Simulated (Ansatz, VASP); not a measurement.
**One calculation of BN, two programs**

```xyz
4
Lattice="2.5150 0.0000 0.0000 -1.2575 2.2799 0.0000 0.0000 0.0000 4.0082" Properties=species:S:1:pos:R:3 pbc="T T T"
B     1.2575    0.7631    4.0121
B     0.0000    1.5168    2.0080
N     1.2575    0.7513    2.5013
N     0.0000    1.5286    0.4972
```

Change from the starting cell: strain +e along x and -e along y -0.0233, strain +e along z and -e/2 along x and y -0.0400.

Alike in both runs: functional LDA; k mesh 12 × 12 × 6; occupations gaussian, width 0.05 eV; no spin polarisation.

Ansatz relaxed the structure, and its values are those at the end. VASP's run is a single point on that final structure, the one shown.

|  | VASP | Ansatz |
| --- | --- | --- |
| version | VASP 6.6.1 | Ansatz 0.2.0 |
| potentials or method | VASP PAW LDA potentials, release 64 (B, N), cutoff 600 eV | scalar-relativistic, plane waves, PAW |
| valence electrons in the cell | 16 | 16 |

|  | VASP | Ansatz | Ansatz less VASP |
| --- | --- | --- | --- |
| gap on the k mesh at the Fermi level (eV) | 5.09 | 5.12 | +0.027 |
| least direct gap on the mesh (eV) | 6.94 | 6.96 | +0.015 |
| pressure (GPa) | 3.7 | 3.0 | -0.69 |
| rms of the force components (eV/Å) | 0.011 | 0.005 | -0.0060 |

LDA's correlation is that of Perdew and Zunger in VASP and of Perdew and Wang (1992) in Ansatz. Ansatz's warnings: stress scf threshold loose.
